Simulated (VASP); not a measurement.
# TaN in VASP: single point with PBE

Aim: the single point of TaN with PBE.

Program: VASP 6.6.1. These are calculated values, not measurements. Logs are shortened: lines on timing, memory, paths and dates and some standing lists are left out, and cuts for length are marked.

## 1. The cell of the first run

The cell holds a slab with vacuum, 14 atoms: a = 2.923 Å, b = 5.226 Å, c = 19.052 Å, α = 90.00°, β = 90.00°, γ = 90.00°.

## 2. Single point, PBE

The input, INCAR:

```
SYSTEM = TaN
PREC = Accurate
ENCUT = 520
EDIFF = 1E-7
ISMEAR = 0
SIGMA = 0.1
LREAL = .False.
LASPH = .True.
NELM = 80
ALGO = Normal
ISIF = 2
LWAVE = .False.
LCHARG = .False.
LDIPOL = .True.
IDIPOL = 3
DIPOL = 0.5 0.5 0.500
GGA = PE
NBANDS = 69
```

The input, KPOINTS:

```
regular mesh
0
Gamma
  12 7 1
  0 0 0
```

The input, POSCAR:

```
TaN
1.0
    2.9226469588      0.0000000000      0.0000000000
    0.0000000000      5.2258908357      0.0000000000
    0.0000000000      0.0000000000     19.0515084423
Ta N
7 7
Direct
    0.0000000000      0.5000000000      0.2624464102
    0.5000000000      0.0000000000      0.3416309401
    0.5000000000      0.5000000000      0.4208154701
    0.0000000000      0.0000000000      0.5000000000
    0.5000000000      0.5000000000      0.5791845299
    0.5000000000      0.0000000000      0.6583690599
    0.0000000000      0.5000000000      0.7375535898
    0.0000000000      0.8924947651      0.2624464102
    0.0000000000      0.3037526175      0.3556849506
    0.0000000000      0.8037526175      0.4067614596
    0.0000000000      0.3924947651      0.5000000000
    0.0000000000      0.8037526175      0.5932385404
    0.0000000000      0.3037526175      0.6443150494
    0.0000000000      0.8924947651      0.7375535898
```

Potentials or basis: VASP PAW PBE potentials, release 64 (Ta_pv, N).

Run with:

```sh
> cat potpaw_PBE.64/Ta_pv/POTCAR potpaw_PBE.64/N/POTCAR > POTCAR
> mpirun -np 1 vasp_std > vasp.out
```

OUTCAR:

```text
SYSTEM = TaN
   PREC = Accurate
   ENCUT = 520
   EDIFF = 1E-7
   ISMEAR = 0
   LREAL = .False.
   LASPH = .True.
   NELM = 80
   ISIF = 2
   GGA = PE

 ion  position               nearest neighbor table
   1  0.000  0.500  0.262-   9 2.05   8 2.05   2 3.35   2 3.35   2 3.35   2 3.35   3 3.35   3 3.35

   2  0.500  0.000  0.342-   8 2.17   8 2.17   9 2.17   9 2.17  10 2.17  10 2.17   3 3.02   3 3.02
                             1 3.35   1 3.35   1 3.35   1 3.35   4 3.35   4 3.35
   3  0.500  0.500  0.421-  11 2.17  11 2.17  10 2.17  10 2.17   9 2.17   9 2.17   5 3.02   2 3.02
                             2 3.02   4 3.35   4 3.35   4 3.35   4 3.35   1 3.35   1 3.35
   4  0.000  0.000  0.500-  10 2.05  12 2.05  11 2.05   5 3.35   3 3.35   3 3.35   5 3.35   3 3.35
                             5 3.35   3 3.35   5 3.35   2 3.35   6 3.35   2 3.35   6 3.35
   5  0.500  0.500  0.579-  11 2.17  11 2.17  12 2.17  12 2.17  13 2.17  13 2.17   3 3.02   6 3.02
                             6 3.02   4 3.35   4 3.35   4 3.35   4 3.35   7 3.35   7 3.35
   6  0.500  0.000  0.658-  14 2.17  14 2.17  13 2.17  13 2.17  12 2.17  12 2.17   5 3.02   5 3.02
                             7 3.35   7 3.35   7 3.35   7 3.35   4 3.35   4 3.35
   7  0.000  0.500  0.738-  13 2.05  14 2.05   6 3.35   6 3.35   6 3.35   6 3.35   5 3.35   5 3.35

   8  0.000  0.892  0.262-   1 2.05   2 2.17   2 2.17
   9  0.000  0.304  0.356-   1 2.05   2 2.17   2 2.17   3 2.17   3 2.17
  10  0.000  0.804  0.407-   4 2.05   3 2.17   3 2.17   2 2.17   2 2.17
  11  0.000  0.392  0.500-   4 2.05   3 2.17   5 2.17   3 2.17   5 2.17
  12  0.000  0.804  0.593-   4 2.05   5 2.17   5 2.17   6 2.17   6 2.17
  13  0.000  0.304  0.644-   7 2.05   6 2.17   6 2.17   5 2.17   5 2.17
  14  0.000  0.892  0.738-   7 2.05   6 2.17   6 2.17

  LATTYP: Found a simple orthorhombic cell.
 ALAT       =     2.9226469588
 B/A-ratio  =     1.7880677719
 C/A-ratio  =     6.5185801470

  Lattice vectors:

 A1 = (   2.9226469588,   0.0000000000,   0.0000000000)
 A2 = (   0.0000000000,   5.2258908357,   0.0000000000)
 A3 = (   0.0000000000,   0.0000000000,  19.0515084423)

Analysis of symmetry for initial positions (statically):
=====================================================================
 Subroutine PRICEL returns:
 Original cell was already a primitive cell.

 Routine SETGRP: Setting up the symmetry group for a
 simple orthorhombic supercell.

 Subroutine GETGRP returns: Found  4 space group operations
 (whereof  4 operations were pure point group operations)
 out of a pool of  8 trial point group operations.

The static configuration has the point symmetry C_2v.

Analysis of symmetry for dynamics (positions and initial velocities):
=====================================================================
 Subroutine PRICEL returns:
 Original cell was already a primitive cell.

 Routine SETGRP: Setting up the symmetry group for a
 simple orthorhombic supercell.

 Subroutine GETGRP returns: Found  4 space group operations
 (whereof  4 operations were pure point group operations)
 out of a pool of  8 trial point group operations.

The dynamic configuration has the point symmetry C_2v.

 Subroutine INISYM returns: Found  4 space group operations
 (whereof  4 operations are pure point group operations),
 and found     1 'primitive' translations

----------------------------------------------------------------------------------------

                                     Primitive cell

  volume of cell :     290.9820

  direct lattice vectors                    reciprocal lattice vectors
     2.922646959  0.000000000  0.000000000     0.342155592  0.000000000  0.000000000
     0.000000000  5.225890836  0.000000000     0.000000000  0.191354935  0.000000000
     0.000000000  0.000000000 19.051508442     0.000000000  0.000000000  0.052489282

  length of vectors
     2.922646959  5.225890836 19.051508442     0.342155592  0.191354935  0.052489282

  position of ions in fractional coordinates (direct lattice)
     0.000000000  0.500000000  0.262446410
     0.500000000  0.000000000  0.341630940
     0.500000000  0.500000000  0.420815470
     0.000000000  0.000000000  0.500000000
     0.500000000  0.500000000  0.579184530
[... 48 lines left out ...]
 Subroutine IBZKPT returns following result:
 ===========================================

 Found     28 irreducible k-points:

 Following reciprocal coordinates:
            Coordinates               Weight
  0.000000  0.000000  0.000000      1.000000
  0.083333  0.000000  0.000000      2.000000
  0.166667  0.000000  0.000000      2.000000
  0.250000  0.000000  0.000000      2.000000
  0.333333  0.000000  0.000000      2.000000
  0.416667  0.000000  0.000000      2.000000
[... 16 lines left out ...]
  0.083333  0.428571  0.000000      4.000000
  0.166667  0.428571  0.000000      4.000000
 [... further k-points ...]
   k-points           NKPTS =     28   k-points in BZ     NKDIM =     28   number of bands    NBANDS=     69
   number of dos      NEDOS =    301   number of ions     NIONS =     14
   total plane-waves  NPLWV = 138240
   dimension x,y,z NGX =    24 NGY =   40 NGZ =  144
   dimension x,y,z NGXF=    48 NGYF=   80 NGZF=  288
   ions per type =               7   7
   NGX,Y,Z   is equivalent  to a cutoff of  13.65, 12.72, 12.57 a.u.
   NGXF,Y,Z  is equivalent  to a cutoff of  27.30, 25.45, 25.13 a.u.
 SYSTEM =  TaN
   PREC   = accura    normal or accurate (medium, high low for compatibility)
   ISTART =      0    job   : 0-new  1-cont  2-samecut
   ICHARG =      2    charge: 1-file 2-atom 10-const
   ISPIN  =      1    spin polarized calculation?
   LNONCOLLINEAR =      F non collinear calculations
   LSORBIT =      F    spin-orbit coupling
   LASPH  =      T    aspherical Exc in radial PAW
   ENCUT  =  520.0 eV  38.22 Ry    6.18 a.u.   5.43  9.72 35.42*2*pi/ulx,y,z
   NELM   =     80;   NELMIN=  2; NELMDL= -5     # of ELM steps
   EDIFF  = 0.1E-06   stopping-criterion for ELM
   LREAL  =      F    real-space projection
   EDIFFG = 0.1E-05   stopping-criterion for IOM
   NSW    =      0    number of steps for IOM
   IBRION =     -1    ionic relax: 0-MD 1-quasi-New 2-CG
   NFREE  =      0    steps in history (QN), initial steepest desc. (CG)
   ISIF   =      2    stress and relaxation
   ISYM   =      2    0-nonsym 1-usesym 2-fastsym
   POTIM  = 0.5000    time-step for ionic-motion
   TEBEG  =    0.0;   TEEND  =   0.0 temperature during run
   PSTRESS=    0.0 pullay stress
   NELECT =     112.0000    total number of electrons
   NUPDOWN=      -1.0000    fix difference up-down
   EMIN   =  10.00;   EMAX   =-10.00  energy-range for DOS
   EFERMI =   0.00;   METHOD = LEGACY
   ISMEAR =     0;   SIGMA  =   0.10  broadening in eV -4-tet -1-fermi 0-gaus
   EFERMI_NEDOS =   21; number of points for ismear=-14 and -15
   IALGO  =     38    algorithm
   IMIX   =      4    mixing-type and parameters
     AMIX     =   0.40;   BMIX     =  1.00
     AMIX_MAG =   1.60;   BMIX_MAG =  1.00
  volume/ion in A,a.u.               =      20.78       140.26
  Fermi-wavevector in a.u.,A,eV,Ry     =   1.190855  2.250389 19.294901  1.418135
  Thomas-Fermi vector in A             =   2.326930
   LORBIT       =      0    0 simple, 1 ext, 2 COOP (PROOUT), +10 PAW based schemes
   GGA     = PE    functional components
   LHFCALC =     F    Hartree Fock is set to
   AEXX    =    0.0000 exact exchange contribution
   IVDW    =     0    specifies the selected vdW correction
   LEPSILON=     F    determine dielectric tensor
   LRPA    =     F    only Hartree local field effects (RPA)
 non-spin polarized calculation
 Gauss-broadening in eV      SIGMA  =   0.10
  energy-cutoff  :      520.00
  volume of cell :      290.98
 maximum number of plane-waves:      7870
 NGX is ok and might be reduce to    24
   NGX = 11   NGY = 19   NGZ = 71

 dipolmoment           0.000000      0.000000     -0.000000 electrons x Angstroem

 number of electron     112.0000013 magnetization

 dipolmoment           0.000000      0.000000      0.000000 electrons x Angstroem

 Free energy of the ion-electron system (eV)
  ---------------------------------------------------
  ext. energy  EPLUGINS =         0.00000000
  ---------------------------------------------------
  free energy    TOTEN  =      -150.68115575 eV

  energy without entropy =     -150.64769296  energy(sigma->0) =     -150.66442435

 E-fermi :   2.4491     XC(G=0):  -8.2561

 val. band max:        2.4482513680   @ k =   0.5000   0.1429   0.0000
 cond. band min:       2.4492403829   @ k =   0.4167   0.1429   0.0000
 fundamental gap:      0.0009890149
 Fermi energy:         2.4490619868

 k-point     1 :       0.0000    0.0000    0.0000
  band No.  band energies     occupation
      1     -33.4069      2.00000
      2     -33.4036      2.00000
      3     -33.3534      2.00000
      4     -33.1447      2.00000
      5     -32.9967      2.00000
      6     -32.9875      2.00000
[... 1693 lines left out ...]
     67       5.2654      0.00000
     68       5.2778      0.00000

 [... further k-points ...]

 [bands above 68 left out]

------------------------ aborting loop because EDIFF is reached ----------------------------------------

 vacuum level on the upper side and lower side of the slab       (xc-potential included)        -0.736        -0.736

  FORCE on cell =-STRESS in cart. coord.  units (eV):
  Direction    XX          YY          ZZ          XY          YZ          ZX
  --------------------------------------------------------------------------------------
  -------------------------------------------------------------------------------------
  Total       -2.9881557    -15.1869095     -4.2195804      0.0000000      0.0000000      0.0000000
  in kB      -16.4531001    -83.6207251    -23.2334548      0.0000000      0.0000000      0.0000000
  external PRESSURE =     -41.1024267 kB  Pullay stress =       0.0000000 kB

 VOLUME and BASIS-vectors are now :
 -----------------------------------------------------------------------------
  energy-cutoff  :      520.00
  volume of cell :      290.98
      direct lattice vectors                 reciprocal lattice vectors
     2.922646959  0.000000000  0.000000000     0.342155592  0.000000000  0.000000000
     0.000000000  5.225890836  0.000000000     0.000000000  0.191354935  0.000000000
     0.000000000  0.000000000 19.051508442     0.000000000  0.000000000  0.052489282

 POSITION                                       TOTAL-FORCE (eV/Angst)
 -----------------------------------------------------------------------------------
      0.00000      2.61295      5.00000         0.000000      2.003165      0.424466
      1.46132      0.00000      6.50858         0.000000     -1.276507     -2.035608
      1.46132      2.61295      8.01717        -0.000000      0.268788      0.212142
      0.00000      0.00000      9.52575         0.000000     -0.164585      0.000000
      1.46132      2.61295     11.03434         0.000000      0.268788     -0.212142
      1.46132      0.00000     12.54292         0.000000     -1.276507      2.035608
      0.00000      2.61295     14.05151         0.000000      2.003165     -0.424466
      0.00000      4.66408      5.00000         0.000000     -1.408308      1.411051
      0.00000      1.58738      6.77633         0.000000      0.585317     -0.500202
      0.00000      4.20032      7.74942        -0.000000     -0.051280      0.521057
      0.00000      2.05113      9.52575         0.000000     -0.077765      0.000000
      0.00000      4.20032     11.30209        -0.000000     -0.051280     -0.521057
      0.00000      1.58738     12.27517         0.000000      0.585317      0.500202
      0.00000      4.66408     14.05151         0.000000     -1.408308     -1.411051
 -----------------------------------------------------------------------------------
    total drift:                                0.000000      0.001265     -0.000001

  FREE ENERGIE OF THE ION-ELECTRON SYSTEM (eV)
  ---------------------------------------------------
  free  energy   TOTEN  =      -150.6811557475 eV

  energy  without entropy=     -150.6476929570  energy(sigma->0) =     -150.66442435

 vacuum level on the upper side and lower side of the slab         5.707         5.707
```

It took 7.9 min on 1 thread of Intel Xeon 6975P-C (Granite Rapids), shared host; peak memory 0.62 GiB.

Results:

```yaml
Free_energy: -150.6812 eV
Largest_force: 2.403 eV/Å
Band_gap_on_the_k_mesh: zero (bands 56 and 57 overlap by 0.19 eV)
```

Forces on the atoms (eV/Å):
```
Ta   0.000  2.003  0.424
Ta   0.000 -1.277 -2.036
Ta   0.000  0.269  0.212
Ta   0.000 -0.165  0.000
Ta   0.000  0.269 -0.212
Ta   0.000 -1.277  2.036
Ta   0.000  2.003 -0.424
N    0.000 -1.408  1.411
N    0.000  0.585 -0.500
N    0.000 -0.051  0.521
N    0.000 -0.078  0.000
N    0.000 -0.051 -0.521
N    0.000  0.585  0.500
N    0.000 -1.408 -1.411
```

Levels at points of the mesh, in eV from the Fermi level:
```csv
k point,band 53,band 54,band 55,band 56,band 57,band 58,band 59,band 60
"(0.00, 0.00, 0.00)",-1.76,-1.69,-0.98,-0.14,-0.13,0.05,0.22,0.52
"(0.50, 0.00, 0.00)",-1.36,-1.26,-0.56,-0.02,0.92,1.12,1.16,1.65
```

Caveat: spin-orbit coupling is left out, which moves the levels of the heavy elements.
